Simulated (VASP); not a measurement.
Wanted: the native input for a VASP 6.6.1 run.

| Property | Result |
| --- | --- |
| Task | relaxation of cell and atoms |
| Functional | PBE |
| Potentials or basis | VASP PAW PBE potentials, release 64 (H, Se) |
| Cutoff | 600 eV |
| k mesh | 4 × 4 × 6 |
| Occupations | gaussian, width 0.1 eV |
| Spin | no spin polarisation |
| Dipole correction | no |
| Further INCAR settings | ALGO = Normal; EDIFF = 1e-06; IBRION = 2; EDIFFG = -0.04; NSW = 90; ISIF = 3 |

The structure of H2Se lies in POSCAR:

```
H2Se
1.0
    5.5949162108      0.0000000000      0.0000000000
    0.0000000000      5.5949162108      0.0000000000
    0.0000000000      0.0000000000      3.6036911336
H Se
4 2
Direct
    0.3060000000      0.3060000000      0.0000000000
    0.1940000000      0.8060000000      0.5000000000
    0.6940000000      0.6940000000      0.0000000000
    0.8060000000      0.1940000000      0.5000000000
    0.0000000000      0.0000000000      0.0000000000
    0.5000000000      0.5000000000      0.5000000000
```

The input as run:

INCAR

```
SYSTEM = H2Se
PREC = Accurate ; ENCUT = 600
EDIFF = 1E-6 ; ISMEAR = 0
SIGMA = 0.1 ; LREAL = .FALSE.
LASPH = .TRUE. ; NELM = 60
ALGO = Normal ; ISIF = 3
LWAVE = .FALSE. ; LCHARG = .FALSE.
GGA = PE ; IBRION = 2
NSW = 90 ; EDIFFG = -0.04
```

KPOINTS

```
regular mesh
0
G
  4 4 6
  0 0 0
```

Potentials or basis: VASP PAW PBE potentials, release 64 (H, Se).

Command:

```sh
$ cat potpaw_PBE.64/H/POTCAR potpaw_PBE.64/Se/POTCAR > POTCAR
$ mpirun -np 1 vasp_std > vasp.out
```

It gave:

```
Relaxed volume                        : 16.22 Å³/atom
Relaxed cell                          : a = 5.774 Å, b = 5.774 Å, c = 2.918 Å, α = 90.00°, β = 90.00°, γ = 90.00°
Space group after relaxing (to 0.1 Å) : P4_2/mnm (No. 136)
Pressure after relaxing               : 0.1 GPa
Largest force after relaxing          : 0.022 eV/Å
Band gap on the k mesh                : zero (bands 8 and 9 overlap by 2.10 eV)
```

Caveat: a cell axis changed by over 15 % at a fixed basis, so the end point is rough.

Run time: 8.2 min on 1 thread of AMD EPYC 9R45 96-Core Processor (Zen 5) (shared host), peak memory 0.25 GiB.
